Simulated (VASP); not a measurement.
# La (P6_3/mmc) in VASP: single point with PBE

Aim: the single point of La with PBE.

All numbers are computed with VASP 6.6.1; they aren't measurements. Logs are shortened: lines on timing, memory, paths and dates and some standing lists are left out, and cuts for length are marked.

### Step 1. The cell of the first run

The structure is hexagonal, space group P6_3/mmc (No. 194). Conventional cell: a = 3.770 Å, b = 3.770 Å, c = 12.083 Å, α = 90.00°, β = 90.00°, γ = 120.00°. La (site symmetry -3m) has 12 La at 3.72 to 3.77 Å within 4.9 Å. La (site symmetry -6m2) has 12 La at 3.72 to 3.77 Å within 4.9 Å.

### Step 2. Single point, PBE, non-collinear spin, zero start, spin-orbit coupling

File INCAR:

```
ALGO     = Normal         # electronic algorithm
EDIFF    = 1E-6           # SCF threshold, eV
ENCUT    = 500            # plane-wave cutoff, eV
GGA      = PE             # functional
GGA_COMPAT= False        
ISIF     = 2              # what is computed and relaxed
ISMEAR   = 0              # smearing method
KPAR     = 4            
LASPH    = True           # aspherical terms in the spheres
LCHARG   = False          # write CHGCAR
LMAXMIX  = 6              # l up to which the mixer works
LORBIT   = 11             # projections on sites
LORBMOM  = True         
LREAL    = False          # projectors in reciprocal space
LSORBIT  = True           # spin-orbit coupling
LWAVE    = False          # write WAVECAR
MAGMOM   = 0 0 0 0 0 0 0 0 0 0 0 0 # initial moments
NBANDS   = 58             # bands
NELM     = 200            # most SCF steps
PREC     = Accurate       # precision mode
SIGMA    = 0.05           # smearing width, eV
```

File KPOINTS:

```
k-points
0
Gamma
  14 14 4
```

File POSCAR:

```
La
1.0
    3.7697448089      0.0000000000      0.0000000000
   -1.8848724044      3.2646947703      0.0000000000
    0.0000000000      0.0000000000     12.0831157559
La
4
Direct
    0.0000000000      0.0000000000      0.0000000000
    0.0000000000      0.0000000000      0.5000000000
    0.3333333333      0.6666666667      0.2500000000
    0.6666666667      0.3333333333      0.7500000000
```

Potentials or basis: VASP PAW PBE potentials, release 64 (La).

Started as:

```bash
$ cat potpaw_PBE.64/La/POTCAR > POTCAR
$ mpirun -np 4 vasp_ncl > vasp.out
```

OUTCAR:

```text
EDIFF = 1E-6
   ENCUT = 500
   GGA = PE
   ISIF = 2
   ISMEAR = 0
   LASPH = True
   LORBIT = 11
   LREAL = False
   LSORBIT = True
   NELM = 200
   PREC = Accurate

 ion  position               nearest neighbor table
   1  0.000  0.000  0.000-
   2  0.000  0.000  0.500-
   3  0.333  0.667  0.250-
   4  0.667  0.333  0.750-

  LATTYP: Found a hexagonal cell.
 ALAT       =     3.7697448089
 C/A-ratio  =     3.2052874580

  Lattice vectors:

 A1 = (   3.7697448089,   0.0000000000,   0.0000000000)
 A2 = (  -1.8848724044,   3.2646947703,   0.0000000000)
 A3 = (   0.0000000000,   0.0000000000,  12.0831157559)

Analysis of symmetry for initial positions (statically):
=====================================================================
 Subroutine PRICEL returns:
 Original cell was already a primitive cell.

 Routine SETGRP: Setting up the symmetry group for a
 hexagonal supercell.

 Subroutine GETGRP returns: Found 24 space group operations
 (whereof 12 operations were pure point group operations)
 out of a pool of 24 trial point group operations.

The static configuration has the point symmetry D_3d.
 The point group associated with its full space group is D_6h.

Analysis of symmetry for dynamics (positions and initial velocities):
=====================================================================
 Subroutine PRICEL returns:
 Original cell was already a primitive cell.

 Routine SETGRP: Setting up the symmetry group for a
 hexagonal supercell.

 Subroutine GETGRP returns: Found 24 space group operations
 (whereof 12 operations were pure point group operations)
 out of a pool of 24 trial point group operations.

The dynamic configuration has the point symmetry D_3d.
 The point group associated with its full space group is D_6h.

Analysis of structural, dynamic, and magnetic symmetry:
=====================================================================
 Subroutine PRICEL returns:
 Original cell was already a primitive cell.

 Routine SETGRP: Setting up the symmetry group for a
 hexagonal supercell.

 Subroutine GETGRP returns: Found 24 space group operations
 (whereof 12 operations were pure point group operations)
 out of a pool of 24 trial point group operations.

The overall configuration has the point symmetry D_3d.
 The point group associated with its full space group is D_6h.

 Subroutine INISYM returns: Found 24 space group operations
 (whereof 12 operations are pure point group operations),
 and found     1 'primitive' translations

----------------------------------------------------------------------------------------

                                     Primitive cell

  volume of cell :     148.7077

  direct lattice vectors                    reciprocal lattice vectors
     3.769744809  0.000000000  0.000000000     0.265269945  0.153153674  0.000000000
    -1.884872404  3.264694770  0.000000000     0.000000000  0.306307349  0.000000000
     0.000000000  0.000000000 12.083115756     0.000000000  0.000000000  0.082760111

  length of vectors
     3.769744809  3.769744809 12.083115756     0.306307349  0.306307349  0.082760111

  position of ions in fractional coordinates (direct lattice)
     0.000000000  0.000000000  0.000000000
     0.000000000  0.000000000  0.500000000
     0.333333333  0.666666667  0.250000000
     0.666666667  0.333333333  0.750000000

  ion indices of the primitive-cell ions
   primitive index   ion index
                 1           1
                 2           2
                 3           3
                 4           4

----------------------------------------------------------------------------------------

 KPOINTS: k-points

Automatic generation of k-mesh.
 Grid dimensions read from file:
 generate k-points for:   14   14    4

 Generating k-lattice:

  Cartesian coordinates                     Fractional coordinates (reciprocal lattice)
     0.018947853  0.010939548  0.000000000     0.071428571  0.000000000  0.000000000
     0.000000000  0.021879096  0.000000000     0.000000000  0.071428571  0.000000000
     0.000000000  0.000000000  0.020690028     0.000000000  0.000000000  0.250000000

  Length of vectors
     0.021879096  0.021879096  0.020690028

  Shift w.r.t. Gamma in fractional coordinates (k-lattice)
[... 79 lines left out ...]
   AEXX    =    0.0000 exact exchange contribution
   IVDW    =     0    specifies the selected vdW correction
   LEPSILON=     F    determine dielectric tensor
   LRPA    =     F    only Hartree local field effects (RPA)
 Gauss-broadening in eV      SIGMA  =   0.05
  energy-cutoff  :      500.00
  volume of cell :      148.71
 maximum number of plane-waves:      7596
 NGX is ok and might be reduce to    28
   NGX = 13   NGY = 13   NGZ = 45

 number of electron      43.9999997 magnetization       0.0000000      0.0000000      0.0000000

 number of electron      43.9999997 magnetization       0.0000000     -0.0000000      0.0000000

 number of electron      43.9999997 magnetization       0.0000000     -0.0000000     -0.0000000

 Free energy of the ion-electron system (eV)
  ---------------------------------------------------
  ext. energy  EPLUGINS =         0.00000000
  ---------------------------------------------------
  free energy    TOTEN  =       -20.73492274 eV

  energy without entropy =      -20.72755291  energy(sigma->0) =      -20.73123783

 E-fermi :   7.8710     XC(G=0):  -9.5588

 val. band max:        7.8678267532   @ k =   0.2857   0.2857   0.2500
 cond. band min:       7.8769345671   @ k =   0.2857   0.2857   0.0000
 fundamental gap:      0.0091078140
 Fermi energy:         7.8710195269

 k-point     1 :       0.0000    0.0000    0.0000
  band No.  band energies     occupation
      1     -25.0190      1.00000
      2     -25.0190      1.00000
      3     -24.9180      1.00000
      4     -24.9180      1.00000
      5     -24.9142      1.00000
      6     -24.9142      1.00000
[... 1405 lines left out ...]
     55       9.0349      0.00000
     56       9.0354      0.00000

 [... further k-points ...]

 [bands above 56 left out]

------------------------ aborting loop because EDIFF is reached ----------------------------------------

  FORCE on cell =-STRESS in cart. coord.  units (eV):
  Direction    XX          YY          ZZ          XY          YZ          ZX
  --------------------------------------------------------------------------------------
  -------------------------------------------------------------------------------------
  Total        0.0275277      0.0275277     -0.0767466      0.0000000      0.0000000      0.0000000
  in kB        0.2965839      0.2965839     -0.8268683      0.0000000      0.0000000      0.0000000
  external PRESSURE =      -0.0779002 kB  Pullay stress =       0.0000000 kB

 VOLUME and BASIS-vectors are now :
 -----------------------------------------------------------------------------
  energy-cutoff  :      500.00
  volume of cell :      148.71
      direct lattice vectors                 reciprocal lattice vectors
     3.769744809  0.000000000  0.000000000     0.265269945  0.153153674  0.000000000
    -1.884872404  3.264694770  0.000000000     0.000000000  0.306307349  0.000000000
     0.000000000  0.000000000 12.083115756     0.000000000  0.000000000  0.082760111

 POSITION                                       TOTAL-FORCE (eV/Angst)
 -----------------------------------------------------------------------------------
      0.00000      0.00000      0.00000        -0.000000      0.000000     -0.000000
      0.00000      0.00000      6.04156        -0.000000      0.000000     -0.000000
     -0.00000      2.17646      3.02078        -0.000000      0.000000      0.000000
      1.88487      1.08823      9.06234         0.000000     -0.000000     -0.000000
 -----------------------------------------------------------------------------------
    total drift:                               -0.000000      0.000000      0.000000

  FREE ENERGIE OF THE ION-ELECTRON SYSTEM (eV)
  ---------------------------------------------------
  free  energy   TOTEN  =       -20.7349227441 eV

  energy  without entropy=      -20.7275529094  energy(sigma->0) =      -20.73123783

 orbital moment (x)

 # of ion     p       d       f       tot
 ------------------------------------------------
  1        -0.000  -0.000  -0.000  -0.000
  2         0.000   0.000   0.000   0.000
  3        -0.000   0.000   0.000   0.000
  4         0.000   0.000  -0.000   0.000
 ------------------------------------------------
           -0.000   0.000   0.000   0.000

 orbital moment (y)

 # of ion     p       d       f       tot
 ------------------------------------------------
  1        -0.000  -0.000  -0.000  -0.000
  2         0.000   0.000   0.000   0.000
  3        -0.000  -0.000   0.000  -0.000
  4        -0.000  -0.000   0.000  -0.000
 ------------------------------------------------
           -0.000  -0.000  -0.000  -0.000

 orbital moment (z)

 # of ion     p       d       f       tot
 ------------------------------------------------
  1         0.000   0.000  -0.000  -0.000
  2         0.000   0.000   0.000   0.000
  3         0.000   0.000   0.000   0.000
  4         0.000   0.000   0.000   0.000
 ------------------------------------------------
            0.000   0.000   0.000   0.000

 Spin-Orbit-Coupling matrix elements

 Ion:    1  E_soc:     -0.5976727
 l=   1
     0.0000000    -0.0984661    -0.0986740
    -0.0984661     0.0000000    -0.0984661
    -0.0986740    -0.0984661     0.0000000
 l=   2
     0.0000000    -0.0001992     0.0000000    -0.0001992    -0.0007957
    -0.0001992     0.0000000    -0.0005333    -0.0001562    -0.0001992
     0.0000000    -0.0005333     0.0000000    -0.0005333     0.0000000
    -0.0001992    -0.0001562    -0.0005333     0.0000000    -0.0001992
    -0.0007957    -0.0001992     0.0000000    -0.0001992     0.0000000
 l=   3
     0.0000000    -0.0000217     0.0000000     0.0000000     0.0000000    -0.0000217    -0.0000764
    -0.0000217     0.0000000    -0.0000217     0.0000000    -0.0000217    -0.0000591    -0.0000100
     0.0000000    -0.0000217     0.0000000    -0.0000612    -0.0000067    -0.0000217     0.0000000
     0.0000000     0.0000000    -0.0000612     0.0000000    -0.0000612     0.0000000     0.0000000
[... 49 lines left out ...]
 l=   2
     0.0000000    -0.0002163     0.0000000    -0.0002163    -0.0007818
    -0.0002163     0.0000000    -0.0006267    -0.0002414    -0.0002163
     0.0000000    -0.0006267     0.0000000    -0.0006267     0.0000000
    -0.0002163    -0.0002414    -0.0006267     0.0000000    -0.0002163
    -0.0007818    -0.0002163     0.0000000    -0.0002163     0.0000000
 l=   3
     0.0000000    -0.0000190     0.0000000     0.0000000     0.0000000    -0.0000190    -0.0000814
    -0.0000190     0.0000000    -0.0000194     0.0000000    -0.0000194    -0.0000359    -0.0000101
     0.0000000    -0.0000194     0.0000000    -0.0000590    -0.0000071    -0.0000194     0.0000000
     0.0000000     0.0000000    -0.0000590     0.0000000    -0.0000590     0.0000000     0.0000000
     0.0000000    -0.0000194    -0.0000071    -0.0000590     0.0000000    -0.0000194     0.0000000
    -0.0000190    -0.0000359    -0.0000194     0.0000000    -0.0000194     0.0000000    -0.0000101
    -0.0000814    -0.0000101     0.0000000     0.0000000     0.0000000    -0.0000101     0.0000000

 total charge

# of ion       s       p       d       f       tot
--------------------------------------------------
    1        2.065   5.554   0.890   0.087   8.595
    2        2.065   5.554   0.890   0.087   8.595
    3        2.068   5.560   0.883   0.078   8.589
    4        2.068   5.560   0.883   0.078   8.589
--------------------------------------------------
tot          8.266  22.227   3.545   0.329  34.368

 magnetization (x)

# of ion       s       p       d       f       tot
--------------------------------------------------
    1        0.000   0.000  -0.000   0.000   0.000
    2        0.000  -0.000   0.000   0.000   0.000
    3        0.000   0.000   0.000  -0.000   0.000
    4        0.000   0.000   0.000  -0.000   0.000
--------------------------------------------------
tot          0.000   0.000   0.000  -0.000   0.000

 magnetization (y)

# of ion       s       p       d       f       tot
--------------------------------------------------
    1        0.000  -0.000   0.000   0.000   0.000
    2        0.000   0.000   0.000  -0.000   0.000
    3       -0.000  -0.000  -0.000   0.000  -0.000
    4       -0.000  -0.000  -0.000   0.000  -0.000
--------------------------------------------------
tot         -0.000  -0.000  -0.000   0.000  -0.000

 magnetization (z)

# of ion       s       p       d       f       tot
--------------------------------------------------
    1        0.000  -0.000   0.000   0.000   0.000
    2       -0.000  -0.000  -0.000   0.000  -0.000
    3        0.000   0.000   0.000   0.000   0.000
    4        0.000   0.000   0.000   0.000   0.000
--------------------------------------------------
tot         -0.000  -0.000  -0.000   0.000  -0.000
```

Wall time 7.6 min (4 MPI ranks of Intel Xeon Platinum 8488C (Sapphire Rapids), shared host); peak memory 1.1 GiB.

Results:

```yaml
Free_energy: -20.7349 eV
Pressure: 0.0 GPa
Net_moment: 0.00 μB per cell
Valence_electrons_inside_the_program's_atomic_spheres: La 8.60, 8.59
```

Moments on the atoms (μB; x, y, z):
```
La  0.00 0.00 0.00
La  0.00 0.00 0.00
La  0.00 0.00 0.00
La  0.00 0.00 0.00
```
